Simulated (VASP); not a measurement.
# SnO2 in VASP: single point with r2SCAN

Aim: the single point of SnO2 with r2SCAN.

Everything below comes from runs of VASP 6.6.1. Logs are shortened: lines on timing, memory, paths and dates and some standing lists are left out, and cuts for length are marked.

### 1 The cell of the first run

The typed cell holds 6 atoms: a = 4.760 Å, b = 4.760 Å, c = 3.201 Å, α = 90.00°, β = 90.00°, γ = 88.57°.

### 2 Single point, r2SCAN (strain +0.0250 x Voigt [0, 0, 0, 0, 0, 1])

Input file POSCAR:

```
SnO2
1.0
    4.7598181028      0.0594977263      0.0000000000
    0.0595007202      4.7600576175      0.0000000000
    0.0000000000      0.0000000000      3.2007107555
Sn O
2 4
Direct
    0.5000000000      0.5000000000      0.5000000000
    0.0000000000      0.0000000000      0.0000000000
    0.3058623572      0.3059582262      0.0000000000
    0.8058623572      0.1940417738      0.5000000000
    0.1941376428      0.8059582262      0.5000000000
    0.6941376428      0.6940417738      0.0000000000
```

Input file INCAR.step1:

```
ALGO = Normal
EDIFF = 1E-4
ENCUT = 520
GGA = PE
ISMEAR = 0
LASPH = T
LCHARG = F
LREAL = F
LWAVE = T
NBANDS = 35
NELM = 100
PREC = Accurate
SIGMA = 0.05
```

Input file INCAR.step2:

```
ALGO = Normal
EDIFF = 1E-7
ENCUT = 520
ISIF = 2
ISMEAR = 0
ISTART = 1
LASPH = T
LCHARG = F
LMIXTAU = T
LREAL = F
LWAVE = F
METAGGA = R2SCAN
NBANDS = 35
NELM = 100
PREC = Accurate
SIGMA = 0.05
```

Input file KPOINTS:

```
k-points
0
Gamma
  6 6 8
```

Potentials or basis: VASP PAW PBE potentials, release 64 (Sn_d, O).

On the command line:

```console
> cat potpaw_PBE.64/Sn_d/POTCAR potpaw_PBE.64/O/POTCAR > POTCAR
> cp INCAR.step1 INCAR
> mpirun -np 1 vasp_std > vasp.out
> cp INCAR.step2 INCAR
> mpirun -np 1 vasp_std > vasp.out
```

OUTCAR:

```text
EDIFF = 1E-7
   ENCUT = 520
   ISIF = 2
   ISMEAR = 0
   ISTART = 1
   LASPH = T
   LREAL = F
   METAGGA = R2SCAN
   NELM = 100
   PREC = Accurate

 ion  position               nearest neighbor table
   1  0.500  0.500  0.500-   4 2.03   5 2.03   3 2.08   6 2.08   3 2.08   6 2.08   2 3.69   2 3.69
                             2 3.69   2 3.69
   2  0.000  0.000  0.000-   4 2.06   5 2.06   4 2.06   5 2.06   3 2.08   6 2.08   1 3.69   1 3.69
                             1 3.69   1 3.69
   3  0.306  0.306  0.000-   1 2.08   1 2.08   2 2.08
   4  0.806  0.194  0.500-   1 2.03   2 2.06   2 2.06
   5  0.194  0.806  0.500-   1 2.03   2 2.06   2 2.06
   6  0.694  0.694  0.000-   1 2.08   1 2.08   2 2.08

  LATTYP: Found a simple monoclinic cell.
 ALAT       =     4.7601899491
 B/A-ratio  =     0.6723913940
 C/A-ratio  =     1.0000503201
 COS(beta)  =    -0.0249960944

  Lattice vectors:

 A1 = (   4.7598181028,   0.0594977263,   0.0000000000)
 A2 = (   0.0000000000,   0.0000000000,   3.2007107555)
 A3 = (  -0.0595007202,  -4.7600576175,   0.0000000000)

Analysis of symmetry for initial positions (statically):
=====================================================================
 Subroutine PRICEL returns:
 Original cell was already a primitive cell.

 Routine SETGRP: Setting up the symmetry group for a
 simple monoclinic supercell.

 Subroutine GETGRP returns: Found  4 space group operations
 (whereof  4 operations were pure point group operations)
 out of a pool of  4 trial point group operations.

The static configuration has the point symmetry C_2h.

Analysis of symmetry for dynamics (positions and initial velocities):
=====================================================================
 Subroutine PRICEL returns:
 Original cell was already a primitive cell.

 Routine SETGRP: Setting up the symmetry group for a
 simple monoclinic supercell.

 Subroutine GETGRP returns: Found  4 space group operations
 (whereof  4 operations were pure point group operations)
 out of a pool of  4 trial point group operations.

The dynamic configuration has the point symmetry C_2h.

 Subroutine INISYM returns: Found  4 space group operations
 (whereof  4 operations are pure point group operations),
 and found     1 'primitive' translations

----------------------------------------------------------------------------------------

                                     Primitive cell

  volume of cell :      72.5072

  direct lattice vectors                    reciprocal lattice vectors
     4.759818103  0.059497726  0.000000000     0.210124894 -0.002626561  0.000000000
     0.059500720  4.760057618  0.000000000    -0.002626429  0.210114321  0.000000000
     0.000000000  0.000000000  3.200710755     0.000000000  0.000000000  0.312430606

  length of vectors
     4.760189949  4.760429482  3.200710755     0.210141309  0.210130736  0.312430606

  position of ions in fractional coordinates (direct lattice)
     0.500000000  0.500000000  0.500000000
     0.000000000  0.000000000  0.000000000
     0.305862357  0.305958226  0.000000000
     0.805862357  0.194041774  0.500000000
     0.194137643  0.805958226  0.500000000
     0.694137643  0.694041774  0.000000000

  ion indices of the primitive-cell ions
   primitive index   ion index
                 1           1
                 2           2
                 3           3
                 4           4
                 5           5
                 6           6

----------------------------------------------------------------------------------------

 KPOINTS: k-points

Automatic generation of k-mesh.
 Grid dimensions read from file:
 generate k-points for:    6    6    8

 Generating k-lattice:

  Cartesian coordinates                     Fractional coordinates (reciprocal lattice)
     0.035020816 -0.000437760  0.000000000     0.166666667  0.000000000  0.000000000
    -0.000437738  0.035019054  0.000000000     0.000000000  0.166666667  0.000000000
     0.000000000  0.000000000  0.039053826     0.000000000  0.000000000  0.125000000

  Length of vectors
     0.035023552  0.035021789  0.039053826

  Shift w.r.t. Gamma in fractional coordinates (k-lattice)
     0.000000000  0.000000000  0.000000000

 Subroutine IBZKPT returns following result:
 ===========================================

 Found    100 irreducible k-points:

 Following reciprocal coordinates:
            Coordinates               Weight
  0.000000  0.000000  0.000000      1.000000
  0.166667  0.000000  0.000000      2.000000
  0.333333  0.000000  0.000000      2.000000
  0.500000  0.000000  0.000000      1.000000
  0.000000  0.166667  0.000000      2.000000
  0.166667  0.166667  0.000000      2.000000
[... 16 lines left out ...]
  0.333333  0.000000  0.125000      4.000000
  0.500000  0.000000  0.125000      2.000000
 [... further k-points ...]
   k-points           NKPTS =    100   k-points in BZ     NKDIM =    100   number of bands    NBANDS=     35
   number of dos      NEDOS =    301   number of ions     NIONS =      6
   total plane-waves  NPLWV =  31104
   dimension x,y,z NGX =    36 NGY =   36 NGZ =   24
   dimension x,y,z NGXF=    72 NGYF=   72 NGZF=   48
   ions per type =               2   4
   NGX,Y,Z   is equivalent  to a cutoff of  12.57, 12.57, 12.47 a.u.
   NGXF,Y,Z  is equivalent  to a cutoff of  25.15, 25.14, 24.93 a.u.
 SYSTEM =  unknown system
   PREC   = accura    normal or accurate (medium, high low for compatibility)
   ISTART =      1    job   : 0-new  1-cont  2-samecut
   ICHARG =      0    charge: 1-file 2-atom 10-const
   ISPIN  =      1    spin polarized calculation?
   LNONCOLLINEAR =      F non collinear calculations
   LSORBIT =      F    spin-orbit coupling
   LASPH  =      T    aspherical Exc in radial PAW
   ENCUT  =  520.0 eV  38.22 Ry    6.18 a.u.   8.85  8.85  5.95*2*pi/ulx,y,z
   NELM   =    100;   NELMIN=  2; NELMDL=  0     # of ELM steps
   EDIFF  = 0.1E-06   stopping-criterion for ELM
   LREAL  =      F    real-space projection
   EDIFFG = 0.1E-05   stopping-criterion for IOM
   NSW    =      0    number of steps for IOM
   IBRION =     -1    ionic relax: 0-MD 1-quasi-New 2-CG
   NFREE  =      0    steps in history (QN), initial steepest desc. (CG)
   ISIF   =      2    stress and relaxation
   ISYM   =      2    0-nonsym 1-usesym 2-fastsym
   POTIM  = 0.5000    time-step for ionic-motion
   TEBEG  =    0.0;   TEEND  =   0.0 temperature during run
   PSTRESS=    0.0 pullay stress
   NELECT =      52.0000    total number of electrons
   NUPDOWN=      -1.0000    fix difference up-down
   EMIN   =  10.00;   EMAX   =-10.00  energy-range for DOS
   EFERMI =   0.00;   METHOD = LEGACY
   ISMEAR =     0;   SIGMA  =   0.05  broadening in eV -4-tet -1-fermi 0-gaus
   EFERMI_NEDOS =   21; number of points for ismear=-14 and -15
   IALGO  =     38    algorithm
   IMIX   =      4    mixing-type and parameters
     AMIX     =   0.40;   BMIX     =  1.00
     AMIX_MAG =   1.60;   BMIX_MAG =  1.00
  volume/ion in A,a.u.               =      12.08        81.55
  Fermi-wavevector in a.u.,A,eV,Ry     =   1.465375  2.769158 29.216132  2.147325
  Thomas-Fermi vector in A             =   2.581240
   LORBIT       =      0    0 simple, 1 ext, 2 COOP (PROOUT), +10 PAW based schemes
   METAGGA = R2SCAN    functional components
   LHFCALC =     F    Hartree Fock is set to
   AEXX    =    0.0000 exact exchange contribution
   IVDW    =     0    specifies the selected vdW correction
   LEPSILON=     F    determine dielectric tensor
   LRPA    =     F    only Hartree local field effects (RPA)
 non-spin polarized calculation
 Gauss-broadening in eV      SIGMA  =   0.05
  energy-cutoff  :      520.00
  volume of cell :       72.51
 maximum number of plane-waves:      1976
   NGX = 17   NGY = 17   NGZ = 11

 number of electron      51.9999999 magnetization

 Free energy of the ion-electron system (eV)
  ---------------------------------------------------
  ext. energy  EPLUGINS =         0.00000000
  ---------------------------------------------------
  free energy    TOTEN  =       -84.59968730 eV

  energy without entropy =      -84.59968730  energy(sigma->0) =      -84.59968730

 E-fermi :   5.7754     XC(G=0): -11.9702

 val. band max:        5.5587998783   @ k =   0.0000   0.0000   0.0000
 cond. band min:       7.3519990910   @ k =   0.0000   0.0000   0.0000
 fundamental gap:      1.7931992127
 Fermi energy:         5.7754490291

 k-point     1 :       0.0000    0.0000    0.0000
  band No.  band energies     occupation
      1     -16.2049      2.00000
      2     -15.2633      2.00000
      3     -15.0407      2.00000
      4     -14.9622      2.00000
      5     -14.8946      2.00000
      6     -14.8859      2.00000
[... 27 lines left out ...]
     34      18.8868      0.00000
     35      18.9937      0.00000

 k-point     2 :       0.1667    0.0000    0.0000
  band No.  band energies     occupation
      1     -16.1570      2.00000
      2     -15.3241      2.00000
      3     -15.0392      2.00000
      4     -14.9851      2.00000
      5     -14.9052      2.00000
      6     -14.8924      2.00000
[... 27 lines left out ...]
     34      18.7111      0.00000
     35      18.9560      0.00000

 k-point     3 :       0.3333    0.0000    0.0000
  band No.  band energies     occupation
      1     -16.0180      2.00000
      2     -15.5268      2.00000
      3     -15.0362      2.00000
      4     -15.0092      2.00000
      5     -14.9130      2.00000
      6     -14.8879      2.00000
[... 27 lines left out ...]
     34      18.5952      0.00000
     35      18.8976      0.00000
[... 723 lines left out ...]
 k-point    23 :       0.3333    0.0000    0.1250
  band No.  band energies     occupation
      1     -15.9594      2.00000
      2     -15.5334      2.00000
      3     -15.1738      2.00000
      4     -15.1074      2.00000
      5     -14.9201      2.00000
      6     -14.8492      2.00000
[... 27 lines left out ...]
     34      18.6532      0.00000
     35      18.8916      0.00000

 k-point    24 :       0.5000    0.0000    0.1250
  band No.  band energies     occupation
      1     -15.7810      2.00000
      2     -15.7500      2.00000
      3     -15.1748      2.00000
      4     -15.1114      2.00000
      5     -14.9157      2.00000
      6     -14.8466      2.00000
[... 27 lines left out ...]
     34      18.9107      0.00000
     35      19.1199      0.00000

 [... further k-points ...]

------------------------ aborting loop because EDIFF is reached ----------------------------------------

  FORCE on cell =-STRESS in cart. coord.  units (eV):
  Direction    XX          YY          ZZ          XY          YZ          ZX
  --------------------------------------------------------------------------------------
  -------------------------------------------------------------------------------------
  Total        0.5104855      0.5104585      0.7048008     -2.3829489      0.0000000      0.0000000
  in kB       11.2800968     11.2795021     15.5738457    -52.6555528      0.0000000      0.0000000
  external PRESSURE =      12.7111482 kB  Pullay stress =       0.0000000 kB

 VOLUME and BASIS-vectors are now :
 -----------------------------------------------------------------------------
  energy-cutoff  :      520.00
  volume of cell :       72.51
      direct lattice vectors                 reciprocal lattice vectors
     4.759818103  0.059497726  0.000000000     0.210124894 -0.002626561  0.000000000
     0.059500720  4.760057618  0.000000000    -0.002626429  0.210114321  0.000000000
     0.000000000  0.000000000  3.200710755     0.000000000  0.000000000  0.312430606

 POSITION                                       TOTAL-FORCE (eV/Angst)
 -----------------------------------------------------------------------------------
      2.40966      2.40978      1.60036        -0.000000      0.000000      0.000000
      0.00000      0.00000      0.00000        -0.000000      0.000000      0.000000
      1.47405      1.47458      0.00000        -0.066563     -0.066945      0.000000
      3.84730      0.97160      1.60036         0.047417     -0.047231      0.000000
      0.97201      3.84796      1.60036        -0.047417      0.047231     -0.000000
      3.34526      3.34498      0.00000         0.066563      0.066945     -0.000000
 -----------------------------------------------------------------------------------
    total drift:                                0.000000      0.000000      0.000000

  FREE ENERGIE OF THE ION-ELECTRON SYSTEM (eV)
  ---------------------------------------------------
  free  energy   TOTEN  =       -84.5996873016 eV

  energy  without entropy=      -84.5996873016  energy(sigma->0) =      -84.59968730
```

Wall time 4.8 min (1 thread of Intel Xeon 6975P-C (Granite Rapids), shared host); peak memory 0.32 GiB.

Results:

```yaml
Free_energy: -84.5997 eV
Pressure: 1.3 GPa
Largest_force: 0.094 eV/Å
Band_gap_on_the_k_mesh: 1.79 eV, direct
```

Forces in eV/Å, atoms in the order of the input:
```
Sn   0.000  0.000  0.000
Sn   0.000  0.000  0.000
O   -0.067 -0.067  0.000
O    0.047 -0.047  0.000
O   -0.047  0.047  0.000
O    0.067  0.067  0.000
```

Caveat: the cell differs from its parent crystal (strain +0.0250 x Voigt [0, 0, 0, 0, 0, 1]); the PAW data sets were made with another functional, which shifts forces and pressure a little; spin-orbit coupling is left out, which moves the levels of the heavy elements.
